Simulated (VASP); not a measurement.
# ZnCu4 in VASP: single point with LDA

Aim: the single point of ZnCu4 with LDA.

All numbers are computed with VASP 6.6.1; they aren't measurements. Logs are shortened: lines on timing, memory, paths and dates and some standing lists are left out, and cuts for length are marked.

**1. The cell of the first run**

The cell holds a slab with vacuum, 5 atoms: a = 2.488 Å, b = 3.518 Å, c = 20.975 Å, α = 90.00°, β = 90.00°, γ = 90.00°.

**2. Single point, LDA**

INCAR

```
PREC     = Accurate       # precision mode
ENCUT    = 520            # plane-wave cutoff, eV
EDIFF    = 1E-7           # SCF threshold, eV
ISMEAR   = -1             # smearing method
SIGMA    = 0.08           # smearing width, eV
LREAL    = False          # projectors in reciprocal space
LASPH    = True           # aspherical terms in the spheres
NELM     = 80             # most SCF steps
ALGO     = Normal         # electronic algorithm
ISIF     = 2              # what is computed and relaxed
LWAVE    = False          # write WAVECAR
LCHARG   = False          # write CHGCAR
LDIPOL   = True         
IDIPOL   = 3            
DIPOL    = 0.5 0.5 0.500
NBANDS   = 36             # bands
```

KPOINTS

```
Automatic mesh
0
Gamma
  15 10 1
```

POSCAR

```
ZnCu4
1.0
    2.4875465902      0.0000000000      0.0000000000
    0.0000000000      3.5179221248      0.0000000000
    0.0000000000      0.0000000000     20.9751000000
Zn Cu
1 4
Direct
    0.0000000000      0.0000000000      0.3857729366
    0.5000000000      0.5000000000      0.4391569466
    0.0000000000      0.0000000000      0.4999999978
    0.5000000000      0.5000000000      0.5608430587
    0.0000000000      0.0000000000      0.6142270603
```

Potentials or basis: VASP PAW LDA potentials, release 64 (Zn, Cu).

Run with:

```sh
$ cat potpaw_LDA.64/Zn/POTCAR potpaw_LDA.64/Cu/POTCAR > POTCAR
$ mpirun -np 1 vasp_std > vasp.out
```

OUTCAR:

```text
PREC = Accurate
   ENCUT = 520
   EDIFF = 1E-7
   ISMEAR = -1
   LREAL = False
   LASPH = True
   NELM = 80
   ISIF = 2

 ion  position               nearest neighbor table
   1  0.000  0.000  0.386-   3 2.40   2 2.43   2 2.43   2 2.43   2 2.43
   2  0.500  0.500  0.439-   1 2.43   1 2.43   1 2.43   1 2.43   3 2.50   3 2.50   3 2.50   3 2.50
                             4 2.55
   3  0.000  0.000  0.500-   1 2.40   5 2.40   2 2.50   2 2.50   2 2.50   2 2.50   4 2.50   4 2.50
                             4 2.50   4 2.50
   4  0.500  0.500  0.561-   5 2.43   5 2.43   5 2.43   5 2.43   3 2.50   3 2.50   3 2.50   3 2.50
                             2 2.55
   5  0.000  0.000  0.614-   3 2.40   4 2.43   4 2.43   4 2.43   4 2.43

  LATTYP: Found a simple orthorhombic cell.
 ALAT       =     2.4875465902
 B/A-ratio  =     1.4142135623
 C/A-ratio  =     8.4320430751

  Lattice vectors:

 A1 = (   2.4875465902,   0.0000000000,   0.0000000000)
 A2 = (   0.0000000000,   3.5179221248,   0.0000000000)
 A3 = (   0.0000000000,   0.0000000000,  20.9751000000)

Analysis of symmetry for initial positions (statically):
=====================================================================
 Subroutine PRICEL returns:
 Original cell was already a primitive cell.

 Routine SETGRP: Setting up the symmetry group for a
 simple orthorhombic supercell.

 Subroutine GETGRP returns: Found  4 space group operations
 (whereof  4 operations were pure point group operations)
 out of a pool of  8 trial point group operations.

The static configuration has the point symmetry C_2v.

Analysis of symmetry for dynamics (positions and initial velocities):
=====================================================================
 Subroutine PRICEL returns:
 Original cell was already a primitive cell.

 Routine SETGRP: Setting up the symmetry group for a
 simple orthorhombic supercell.

 Subroutine GETGRP returns: Found  4 space group operations
 (whereof  4 operations were pure point group operations)
 out of a pool of  8 trial point group operations.

The dynamic configuration has the point symmetry C_2v.

 Subroutine INISYM returns: Found  4 space group operations
 (whereof  4 operations are pure point group operations),
 and found     1 'primitive' translations

----------------------------------------------------------------------------------------

                                     Primitive cell

  volume of cell :     183.5530

[... 102 lines left out ...]
   POTIM  = 0.5000    time-step for ionic-motion
   TEBEG  =    0.0;   TEEND  =   0.0 temperature during run
   PSTRESS=    0.0 pullay stress
   NELECT =      56.0000    total number of electrons
   NUPDOWN=      -1.0000    fix difference up-down
   EMIN   =  10.00;   EMAX   =-10.00  energy-range for DOS
   EFERMI =   0.00;   METHOD = LEGACY
   ISMEAR =    -1;   SIGMA  =   0.08  broadening in eV -4-tet -1-fermi 0-gaus
   EFERMI_NEDOS =   21; number of points for ismear=-14 and -15
   IALGO  =     38    algorithm
   IMIX   =      4    mixing-type and parameters
     AMIX     =   0.40;   BMIX     =  1.00
     AMIX_MAG =   1.60;   BMIX_MAG =  1.00
  volume/ion in A,a.u.               =      36.71       247.74
  Fermi-wavevector in a.u.,A,eV,Ry     =   1.102090  2.082648 16.525665  1.214602
  Thomas-Fermi vector in A             =   2.238527
   LORBIT       =      0    0 simple, 1 ext, 2 COOP (PROOUT), +10 PAW based schemes
   GGA     = CA    functional components
   LHFCALC =     F    Hartree Fock is set to
   AEXX    =    0.0000 exact exchange contribution
   IVDW    =     0    specifies the selected vdW correction
   LEPSILON=     F    determine dielectric tensor
   LRPA    =     F    only Hartree local field effects (RPA)
 non-spin polarized calculation
  energy-cutoff  :      520.00
  volume of cell :      183.55
 maximum number of plane-waves:      4978
 NGX is ok and might be reduce to    20
   NGX =  9   NGY = 13   NGZ = 77

 dipolmoment           0.000000      0.000000     -0.008133 electrons x Angstroem

 number of electron      56.0000048 magnetization

 dipolmoment           0.000000      0.000000      0.012707 electrons x Angstroem

 Free energy of the ion-electron system (eV)
  ---------------------------------------------------
  ext. energy  EPLUGINS =         0.00000000
  ---------------------------------------------------
  free energy    TOTEN  =       -18.93075874 eV

  energy without entropy =      -18.88922046  energy(sigma->0) =      -18.90998960

 E-fermi :  -0.7045     XC(G=0):  -5.0361

 val. band max:       -0.7078683962   @ k =   0.2667   0.3000   0.0000
 cond. band min:      -0.7028973932   @ k =   0.0000   0.5000   0.0000
 fundamental gap:      0.0049710029
 Fermi energy:        -0.7044566135

 k-point     1 :       0.0000    0.0000    0.0000
  band No.  band energies     occupation
      1     -10.5329      2.00000
      2      -9.1085      2.00000
      3      -8.5514      2.00000
      4      -8.2575      2.00000
      5      -8.2409      2.00000
      6      -7.8186      2.00000
[... 925 lines left out ...]
     35       6.9935      0.00000
     36       7.5572      0.00000

 [... further k-points ...]

------------------------ aborting loop because EDIFF is reached ----------------------------------------

 vacuum level on the upper side and lower side of the slab       (xc-potential included)         0.119        -0.178

  FORCE on cell =-STRESS in cart. coord.  units (eV):
  Direction    XX          YY          ZZ          XY          YZ          ZX
  --------------------------------------------------------------------------------------
  -------------------------------------------------------------------------------------
  Total        0.7547310     -0.0998999      0.9350958      0.0000000      0.0000000      0.0000000
  in kB        6.5878132     -0.8719954      8.1621616      0.0000000      0.0000000      0.0000000
  external PRESSURE =       4.6259931 kB  Pullay stress =       0.0000000 kB

 VOLUME and BASIS-vectors are now :
 -----------------------------------------------------------------------------
  energy-cutoff  :      520.00
  volume of cell :      183.55
      direct lattice vectors                 reciprocal lattice vectors
     2.487546590  0.000000000  0.000000000     0.402002521  0.000000000  0.000000000
     0.000000000  3.517922125  0.000000000     0.000000000  0.284258709  0.000000000
     0.000000000  0.000000000 20.975100000     0.000000000  0.000000000  0.047675577

 POSITION                                       TOTAL-FORCE (eV/Angst)
 -----------------------------------------------------------------------------------
      0.00000      0.00000      8.09163         0.000000      0.000000     -0.486614
      1.24377      1.75896      9.21136         0.000000      0.000000      0.143751
      0.00000      0.00000     10.48755         0.000000      0.000000      0.385353
      1.24377      1.75896     11.76374         0.000000      0.000000     -0.074922
      0.00000      0.00000     12.88347         0.000000      0.000000      0.032433
 -----------------------------------------------------------------------------------
    total drift:                               -0.000000      0.000000      0.000063

  FREE ENERGIE OF THE ION-ELECTRON SYSTEM (eV)
  ---------------------------------------------------
  free  energy   TOTEN  =       -18.9307587357 eV

  energy  without entropy=      -18.8892204583  energy(sigma->0) =      -18.90998960

 vacuum level on the upper side and lower side of the slab         3.772         3.507
```

OSZICAR:

```text
N       E                     dE             d eps       ncg     rms          rms(c)
DAV:   1     0.458719359139E+03    0.45872E+03   -0.25106E+04  3456   0.189E+03
DAV:   2     0.214081848340E+02   -0.43731E+03   -0.42336E+03  3468   0.391E+02
DAV:   3    -0.214720133289E+02   -0.42880E+02   -0.41726E+02  3792   0.176E+02
[... 21 lines left out ...]
DAV:  25    -0.189307576862E+02   -0.15483E-05   -0.14235E-07  2492   0.698E-03    0.312E-04
DAV:  26    -0.189307583938E+02   -0.70758E-06   -0.43341E-08  2440   0.298E-03    0.169E-04
DAV:  27    -0.189307585276E+02   -0.13384E-06   -0.78480E-09  2524   0.123E-03    0.739E-05
DAV:  28    -0.189307587014E+02   -0.17380E-06   -0.79811E-09  2388   0.672E-04    0.136E-04
DAV:  29    -0.189307587357E+02   -0.34303E-07   -0.13921E-09  2340   0.104E-03
   1 F= -.18930759E+02 E0= -.18909990E+02  d E =-.415383E-01
```

stdout:

```text
POSCAR found type information on POSCAR ZnCu
 POSCAR found :  2 types and       5 ions
 scaLAPACK will be used
 LDA part: xc-table for (Slater(with rela. corr.)+CA(PZ))
 , standard interpolation
 POSCAR, INCAR and KPOINTS ok, starting setup
 FFT: planning ... GRIDC
 FFT: planning ... GRID_SOFT
 FFT: planning ... GRID
 WAVECAR not read
 entering main loop
```

Wall time 5.3 min (1 thread of Intel Xeon 6975P-C (Granite Rapids), shared host); peak memory 0.41 GiB.

What came out:

```
Free energy            : -18.9308 eV
Largest force          : 0.487 eV/Å
Band gap on the k mesh : zero (bands 28 and 29 overlap by 3.28 eV)
```

Forces in eV/Å, atoms in the order of the input:
```
Zn   0.000  0.000 -0.487
Cu   0.000  0.000  0.144
Cu   0.000  0.000  0.385
Cu   0.000  0.000 -0.075
Cu   0.000  0.000  0.032
```

Levels at points of the mesh, in eV from the Fermi level:
| k point | band 25 | band 26 | band 27 | band 28 | band 29 | band 30 | band 31 | band 32 |
| --- | --- | --- | --- | --- | --- | --- | --- | --- |
| (0.00, 0.00, 0.00) | -2.17 | -1.84 | -1.78 | -1.54 | 0.05 | 2.02 | 2.75 | 4.23 |
| (0.00, 0.50, 0.00) | -2.09 | -1.80 | -1.68 | -1.64 | -1.61 | -0.70 | 0.00 | 1.54 |
